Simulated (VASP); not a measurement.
Al:

```
CELL_PARAMETERS angstrom
0.00000 2.01769 2.01769
2.01769 0.00000 2.01769
2.01769 2.01769 0.00000
ATOMIC_POSITIONS crystal
Al 0.00000 0.00000 0.00000
```

* Program: VASP 6.6.1
* Task: relaxation of cell and atoms
* Functional: r2SCAN
* Potentials or basis: VASP PAW PBE potentials, release 64 (Al)
* Cutoff: 600 eV
* k mesh: 10 × 10 × 10
* Occupations: fermi-dirac, width 0.02 eV
* Spin: no spin polarisation

At the start: pressure -3.7 GPa; volume 16.43 Å³/atom.

Task: Where does the relaxation end?

Result: Over 3 steps the energy falls by 8.0 meV/atom and the volume is 15.76 Å³/atom (-4.1 %); space group Fm-3m (No. 225, to 0.05 Å).

Step by step:
```csv
step,energy change (eV),largest force (eV/Å),pressure (GPa),volume (Å³)
1,0.0000,0.0000,-3.66,16.43
2,-0.0072,0.0000,1.35,15.55
3,-0.0080,0.0000,0.04,15.76
```

Final structure:
```cif
data_structure
_symmetry_space_group_name_H-M 'P 1'
_symmetry_Int_Tables_number 1
_cell_length_a 2.8140
_cell_length_b 2.8140
_cell_length_c 2.8140
_cell_angle_alpha 60.000
_cell_angle_beta 60.000
_cell_angle_gamma 60.000
_cell_volume 15.76
loop_
_atom_site_label
_atom_site_type_symbol
_atom_site_fract_x
_atom_site_fract_y
_atom_site_fract_z
_atom_site_occupancy
Al1 Al 0.00000 0.00000 0.00000 1
```

Caveat: the PAW data sets were made with another functional, which shifts forces and pressure a little.
